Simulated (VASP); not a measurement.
# MgZnO4 (F-43m) in VASP: single point with PBE

Aim: the single point of MgZnO4 with PBE.

Everything below comes from runs of VASP 6.6.1. Logs are shortened: lines on timing, memory, paths and dates and some standing lists are left out, and cuts for length are marked.

## Step 1: The cell of the first run

The structure is cubic, space group F-43m (No. 216). Conventional cell: a = 6.411 Å, b = 6.411 Å, c = 6.411 Å, α = 90.00°, β = 90.00°, γ = 90.00°. Within 1.9 Å of Mg (site symmetry -43m) lie 4 O at 1.41 Å. Zn (site symmetry -43m) has 12 O at 2.65 Å and 6 Mg at 3.21 Å within 3.5 Å. Within 1.9 Å of O (site symmetry 3m) lie 1 Mg at 1.41 Å.

The cell was built from a structure type or drawn by symmetry, and may not be a known phase.

## Step 2: Single point, PBE, collinear spin, ferromagnetic start

INCAR

```
SYSTEM = MgZnO4
PREC = Accurate ; ENCUT = 750
EDIFF = 1E-6 ; ISMEAR = 0
SIGMA = 0.1 ; LREAL = .False.
LASPH = .True. ; NELM = 200
ALGO = Normal ; ISIF = 2
LWAVE = .False. ; LCHARG = .False.
ISPIN = 2 ; MAGMOM = 0 0 1 1 1 1
LORBIT = 11 ; GGA = PE
NBANDS = 36 ; GGA_COMPAT = .False.
```

KPOINTS

```
Automatic mesh
0
Gamma
  6 6 6
  0 0 0
```

POSCAR

```
MgZnO4
1.0
    0.0000000000      3.2056981700      3.2056981700
    3.2056981700      0.0000000000      3.2056981700
    3.2056981700      3.2056981700      0.0000000000
Mg Zn O
1 1 4
Direct
    0.0000000000      0.0000000000      0.0000000000
    0.5000000000      0.5000000000      0.5000000000
    0.6189999900      0.1270000000      0.1270000000
    0.1270000000      0.1270000000      0.1270000000
    0.1270000000      0.6189999900      0.1270000000
    0.1270000000      0.1270000000      0.6189999900
```

Potentials or basis: VASP PAW PBE potentials, release 64 (Mg_sv, Zn, O).

Run with:

```sh
> cat potpaw_PBE.64/Mg_sv/POTCAR potpaw_PBE.64/Zn/POTCAR potpaw_PBE.64/O/POTCAR > POTCAR
> mpirun -np 1 vasp_std > vasp.out
```

OUTCAR:

```text
SYSTEM = MgZnO4
   PREC = Accurate
   ENCUT = 750
   EDIFF = 1E-6
   ISMEAR = 0
   LREAL = .False.
   LASPH = .True.
   NELM = 200
   ISIF = 2
   ISPIN = 2
   LORBIT = 11
   GGA = PE

 ion  position               nearest neighbor table
   1  0.000  0.000  0.000-   4 1.41   3 1.41   5 1.41   6 1.41
   2  0.500  0.500  0.500-
   3  0.619  0.127  0.127-   1 1.41
   4  0.127  0.127  0.127-   1 1.41
   5  0.127  0.619  0.127-   1 1.41
   6  0.127  0.127  0.619-   1 1.41

  LATTYP: Found a face centered cubic cell.
 ALAT       =     6.4113963400

  Lattice vectors:

 A1 = (   0.0000000000,   3.2056981700,   3.2056981700)
 A2 = (   3.2056981700,   0.0000000000,   3.2056981700)
 A3 = (   3.2056981700,   3.2056981700,   0.0000000000)

Analysis of symmetry for initial positions (statically):
=====================================================================
 Subroutine PRICEL returns:
 Original cell was already a primitive cell.

 Routine SETGRP: Setting up the symmetry group for a
 face centered cubic supercell.

 Subroutine GETGRP returns: Found 24 space group operations
 (whereof 24 operations were pure point group operations)
 out of a pool of 48 trial point group operations.

The static configuration has the point symmetry T_d .

Analysis of symmetry for dynamics (positions and initial velocities):
=====================================================================
 Subroutine PRICEL returns:
 Original cell was already a primitive cell.

 Routine SETGRP: Setting up the symmetry group for a
 face centered cubic supercell.

 Subroutine GETGRP returns: Found 24 space group operations
 (whereof 24 operations were pure point group operations)
 out of a pool of 48 trial point group operations.

The dynamic configuration has the point symmetry T_d .

Analysis of structural, dynamic, and magnetic symmetry:
=====================================================================
 Subroutine PRICEL returns:
 Original cell was already a primitive cell.

 Routine SETGRP: Setting up the symmetry group for a
 face centered cubic supercell.

 Subroutine GETGRP returns: Found 24 space group operations
 (whereof 24 operations were pure point group operations)
 out of a pool of 48 trial point group operations.

The overall configuration has the point symmetry T_d .

 Subroutine INISYM returns: Found 24 space group operations
 (whereof 24 operations are pure point group operations),
 and found     1 'primitive' translations

----------------------------------------------------------------------------------------

                                     Primitive cell

  volume of cell :      65.8867

  direct lattice vectors                    reciprocal lattice vectors
     0.000000000  3.205698170  3.205698170    -0.155972264  0.155972264  0.155972264
     3.205698170  0.000000000  3.205698170     0.155972264 -0.155972264  0.155972264
     3.205698170  3.205698170  0.000000000     0.155972264  0.155972264 -0.155972264

  length of vectors
     4.533541829  4.533541829  4.533541829     0.270151885  0.270151885  0.270151885

  position of ions in fractional coordinates (direct lattice)
     0.000000000  0.000000000  0.000000000
     0.500000000  0.500000000  0.500000000
     0.618999990  0.127000000  0.127000000
     0.127000000  0.127000000  0.127000000
     0.127000000  0.618999990  0.127000000
     0.127000000  0.127000000  0.618999990

  ion indices of the primitive-cell ions
   primitive index   ion index
                 1           1
                 2           2
                 3           3
                 4           4
                 5           5
                 6           6

----------------------------------------------------------------------------------------

 KPOINTS: Automatic mesh

Automatic generation of k-mesh.
 Grid dimensions read from file:
 generate k-points for:    6    6    6

 Generating k-lattice:

  Cartesian coordinates                     Fractional coordinates (reciprocal lattice)
    -0.025995377  0.025995377  0.025995377     0.166666667  0.000000000  0.000000000
     0.025995377 -0.025995377  0.025995377     0.000000000  0.166666667  0.000000000
     0.025995377  0.025995377 -0.025995377     0.000000000  0.000000000  0.166666667

  Length of vectors
     0.045025314  0.045025314  0.045025314

  Shift w.r.t. Gamma in fractional coordinates (k-lattice)
     0.000000000  0.000000000  0.000000000

 Subroutine IBZKPT returns following result:
 ===========================================

 Found     16 irreducible k-points:

 Following reciprocal coordinates:
            Coordinates               Weight
  0.000000  0.000000  0.000000      1.000000
  0.166667  0.000000  0.000000      8.000000
  0.333333  0.000000  0.000000      8.000000
  0.500000  0.000000  0.000000      4.000000
  0.166667  0.166667  0.000000      6.000000
  0.333333  0.166667  0.000000     24.000000
[... 8 lines left out ...]
 -0.333333  0.333333  0.166667     24.000000
 -0.333333  0.500000  0.166667     12.000000
   k-points           NKPTS =     16   k-points in BZ     NKDIM =     16   number of bands    NBANDS=     36
   number of dos      NEDOS =    301   number of ions     NIONS =      6
   total plane-waves  NPLWV =  64000
   dimension x,y,z NGX =    40 NGY =   40 NGZ =   40
   dimension x,y,z NGXF=    80 NGYF=   80 NGZF=   80
   ions per type =               1   1   4
   NGX,Y,Z   is equivalent  to a cutoff of  14.67, 14.67, 14.67 a.u.
   NGXF,Y,Z  is equivalent  to a cutoff of  29.34, 29.34, 29.34 a.u.
 SYSTEM =  MgZnO4
   PREC   = accura    normal or accurate (medium, high low for compatibility)
   ISTART =      0    job   : 0-new  1-cont  2-samecut
   ICHARG =      2    charge: 1-file 2-atom 10-const
   ISPIN  =      2    spin polarized calculation?
   LNONCOLLINEAR =      F non collinear calculations
   LSORBIT =      F    spin-orbit coupling
   LASPH  =      T    aspherical Exc in radial PAW
   ENCUT  =  750.0 eV  55.12 Ry    7.42 a.u.  10.12 10.12 10.12*2*pi/ulx,y,z
   NELM   =    200;   NELMIN=  2; NELMDL= -5     # of ELM steps
   EDIFF  = 0.1E-05   stopping-criterion for ELM
   LREAL  =      F    real-space projection
   EDIFFG = 0.1E-04   stopping-criterion for IOM
   NSW    =      0    number of steps for IOM
   IBRION =     -1    ionic relax: 0-MD 1-quasi-New 2-CG
   NFREE  =      0    steps in history (QN), initial steepest desc. (CG)
   ISIF   =      2    stress and relaxation
   ISYM   =      2    0-nonsym 1-usesym 2-fastsym
   POTIM  = 0.5000    time-step for ionic-motion
   TEBEG  =    0.0;   TEEND  =   0.0 temperature during run
   PSTRESS=    0.0 pullay stress
   NELECT =      46.0000    total number of electrons
   NUPDOWN=      -1.0000    fix difference up-down
   EMIN   =  10.00;   EMAX   =-10.00  energy-range for DOS
   EFERMI =   0.00;   METHOD = LEGACY
   ISMEAR =     0;   SIGMA  =   0.10  broadening in eV -4-tet -1-fermi 0-gaus
   EFERMI_NEDOS =   21; number of points for ismear=-14 and -15
   IALGO  =     38    algorithm
   IMIX   =      4    mixing-type and parameters
     AMIX     =   0.40;   BMIX     =  1.00
     AMIX_MAG =   1.60;   BMIX_MAG =  1.00
  volume/ion in A,a.u.               =      10.98        74.10
  Fermi-wavevector in a.u.,A,eV,Ry     =   1.452317  2.744482 28.697752  2.109225
  Thomas-Fermi vector in A             =   2.569713
   LORBIT       =     11    0 simple, 1 ext, 2 COOP (PROOUT), +10 PAW based schemes
   GGA     = PE    functional components
   LHFCALC =     F    Hartree Fock is set to
   AEXX    =    0.0000 exact exchange contribution
   IVDW    =     0    specifies the selected vdW correction
   LEPSILON=     F    determine dielectric tensor
   LRPA    =     F    only Hartree local field effects (RPA)
 spin polarized calculation
 Gauss-broadening in eV      SIGMA  =   0.10
  energy-cutoff  :      750.00
  volume of cell :       65.89
 maximum number of plane-waves:      3119
   NGX = 21   NGY = 21   NGZ = 21

 number of electron      45.9999987 magnetization       4.0179375

 Free energy of the ion-electron system (eV)
  ---------------------------------------------------
  ext. energy  EPLUGINS =         0.00000000
  ---------------------------------------------------
  free energy    TOTEN  =        -5.42167708 eV

  energy without entropy =       -5.41296536  energy(sigma->0) =       -5.41732122

 E-fermi :   1.4010     XC(G=0): -10.2796

 val. band max:        1.3841449524   @ k =   0.3333   0.1667   0.0000
 cond. band min:       1.4066246988   @ k =   0.1667   0.0000   0.0000
 fundamental gap:      0.0224797465
 Fermi energy:         1.4010499578

 spin component 1

 k-point     1 :       0.0000    0.0000    0.0000
  band No.  band energies     occupation
      1     -70.1485      1.00000
      2     -37.2791      1.00000
      3     -37.2791      1.00000
      4     -37.2791      1.00000
      5     -18.4240      1.00000
      6     -15.4538      1.00000
[... 27 lines left out ...]
     34      18.0696      0.00000
     35      18.0696      0.00000

 k-point     2 :       0.1667    0.0000    0.0000
  band No.  band energies     occupation
      1     -70.1484      1.00000
      2     -37.2796      1.00000
      3     -37.2790      1.00000
      4     -37.2790      1.00000
      5     -18.2994      1.00000
      6     -15.6489      1.00000
[... 27 lines left out ...]
     34      18.2668      0.00000
     35      18.2668      0.00000
[... 492 lines left out ...]
     34      18.6011      0.00000
     35      19.4496      0.00000

 k-point    16 :      -0.3333    0.5000    0.1667
  band No.  band energies     occupation
      1     -70.1484      1.00000
      2     -37.2816      1.00000
      3     -37.2800      1.00000
      4     -37.2799      1.00000
      5     -17.1249      1.00000
      6     -17.0548      1.00000
[... 27 lines left out ...]
     34      18.8430      0.00000
     35      19.0823      0.00000
 Fermi energy:         1.4010499578

 spin component 2

 k-point     1 :       0.0000    0.0000    0.0000
  band No.  band energies     occupation
      1     -69.9587      1.00000
      2     -37.0106      1.00000
      3     -37.0106      1.00000
      4     -37.0106      1.00000
      5     -16.9165      1.00000
      6     -13.7559      1.00000
[... 27 lines left out ...]
     34      18.3660      0.00000
     35      18.3660      0.00000

 k-point     2 :       0.1667    0.0000    0.0000
  band No.  band energies     occupation
      1     -69.9586      1.00000
      2     -37.0110      1.00000
      3     -37.0105      1.00000
      4     -37.0105      1.00000
      5     -16.7833      1.00000
      6     -13.9677      1.00000
[... 27 lines left out ...]
     34      18.6059      0.00000
     35      18.6059      0.00000
[... 492 lines left out ...]
     34      18.8073      0.00000
     35      19.5938      0.00000

 k-point    16 :      -0.3333    0.5000    0.1667
  band No.  band energies     occupation
      1     -69.9586      1.00000
      2     -37.0128      1.00000
      3     -37.0114      1.00000
      4     -37.0114      1.00000
      5     -15.4984      1.00000
      6     -15.4933      1.00000
[... 27 lines left out ...]
     34      19.0145      0.00000
     35      19.1418      0.00000
 [bands above 35 left out]

------------------------ aborting loop because EDIFF is reached ----------------------------------------

  FORCE on cell =-STRESS in cart. coord.  units (eV):
  Direction    XX          YY          ZZ          XY          YZ          ZX
  --------------------------------------------------------------------------------------
  -------------------------------------------------------------------------------------
  Total       41.3954221     41.3954221     41.3954221      0.0000000      0.0000000      0.0000000
  in kB     1006.6187469   1006.6187469   1006.6187469      0.0000000      0.0000000      0.0000000
  external PRESSURE =    1006.6187469 kB  Pullay stress =       0.0000000 kB

 VOLUME and BASIS-vectors are now :
 -----------------------------------------------------------------------------
  energy-cutoff  :      750.00
  volume of cell :       65.89
      direct lattice vectors                 reciprocal lattice vectors
     0.000000000  3.205698170  3.205698170    -0.155972264  0.155972264  0.155972264
     3.205698170  0.000000000  3.205698170     0.155972264 -0.155972264  0.155972264
     3.205698170  3.205698170  0.000000000     0.155972264  0.155972264 -0.155972264

 POSITION                                       TOTAL-FORCE (eV/Angst)
 -----------------------------------------------------------------------------------
      0.00000      0.00000      0.00000        -0.000000     -0.000000      0.000000
      3.20570      3.20570      3.20570        -0.000000     -0.000000      0.000000
      0.81425      2.39145      2.39145        12.868917    -12.868917    -12.868917
      0.81425      0.81425      0.81425        12.868917     12.868917     12.868917
      2.39145      0.81425      2.39145       -12.868917     12.868917    -12.868917
      2.39145      2.39145      0.81425       -12.868917    -12.868917     12.868917
 -----------------------------------------------------------------------------------
    total drift:                                0.000076      0.000076      0.000076

  FREE ENERGIE OF THE ION-ELECTRON SYSTEM (eV)
  ---------------------------------------------------
  free  energy   TOTEN  =        -5.4216770799 eV

  energy  without entropy=       -5.4129653601  energy(sigma->0) =       -5.41732122

 total charge

# of ion       s       p       d       tot
------------------------------------------
    1        2.270   6.374   0.404   9.047
    2        0.277   0.141   9.828  10.246
    3        1.633   3.358   0.000   4.992
    4        1.633   3.358   0.000   4.992
    5        1.633   3.358   0.000   4.992
    6        1.633   3.358   0.000   4.992
--------------------------------------------------
tot          9.080  19.948  10.232  39.260

 magnetization (x)

# of ion       s       p       d       tot
------------------------------------------
    1        0.036   0.103   0.094   0.233
    2       -0.030  -0.016  -0.001  -0.047
    3        0.021   0.886   0.000   0.907
    4        0.021   0.886   0.000   0.907
    5        0.021   0.886   0.000   0.907
    6        0.021   0.886   0.000   0.907
--------------------------------------------------
tot          0.092   3.630   0.093   3.815
```

It took 2.2 min on 1 thread of AMD EPYC 9R45 (Zen 5), shared host; peak memory 0.31 GiB.

What came out:

- Free energy: -5.4217 eV
- Pressure: 100.7 GPa
- Largest force: 22.290 eV/Å
- Band gap on the k mesh: zero (filled and empty bands overlap)
- Net moment: 4.02 μB per cell
- Site moments: Mg +0.23; Zn -0.05; O +0.91 μB
- Valence electrons inside the program's atomic spheres: Mg 9.05; Zn 10.25; O 4.99

Forces in eV/Å, atoms in the order of the input:
```
Mg    0.000   0.000   0.000
Zn    0.000   0.000   0.000
O    12.869 -12.869 -12.869
O    12.869  12.869  12.869
O   -12.869  12.869 -12.869
O   -12.869 -12.869  12.869
```

Levels at points of the mesh, in eV from the Fermi level:
Spin up:
```tsv
k point	band 21	band 22	band 23	band 24	band 25	band 26	band 27	band 28	band 29	band 30
(0.00, 0.00, 0.00)	-0.91	-0.91	-0.57	-0.49	-0.49	-0.49	7.09	7.09	7.09	10.32
(0.50, 0.00, 0.00)	-2.38	-2.37	-0.73	-0.73	-0.48	1.52	5.37	8.32	8.32	10.13
(0.50, 0.50, 0.00)	-2.23	-2.23	-2.20	-0.63	-0.63	2.08	6.22	8.13	8.13	11.15
```
Spin down:
| k point | band 17 | band 18 | band 19 | band 20 | band 21 | band 22 | band 23 | band 24 | band 25 | band 26 |
| --- | --- | --- | --- | --- | --- | --- | --- | --- | --- | --- |
| (0.00, 0.00, 0.00) | -3.67 | -2.78 | -2.78 | -0.49 | 0.90 | 0.90 | 0.90 | 1.76 | 1.76 | 1.76 |
| (0.50, 0.00, 0.00) | -3.07 | -1.82 | -1.82 | -0.96 | -0.96 | 0.17 | 0.92 | 1.78 | 1.78 | 1.85 |
| (0.50, 0.50, 0.00) | -2.71 | -2.47 | -1.43 | -0.96 | -0.63 | -0.63 | -0.26 | 1.73 | 1.73 | 2.55 |

Caveat: atoms lie so close that the PAW spheres overlap strongly, which falsifies energies and pressures; the cell stands under pressure; forces of over 1 eV/Å act on the atoms, so gaps and moduli don't describe the material at rest.
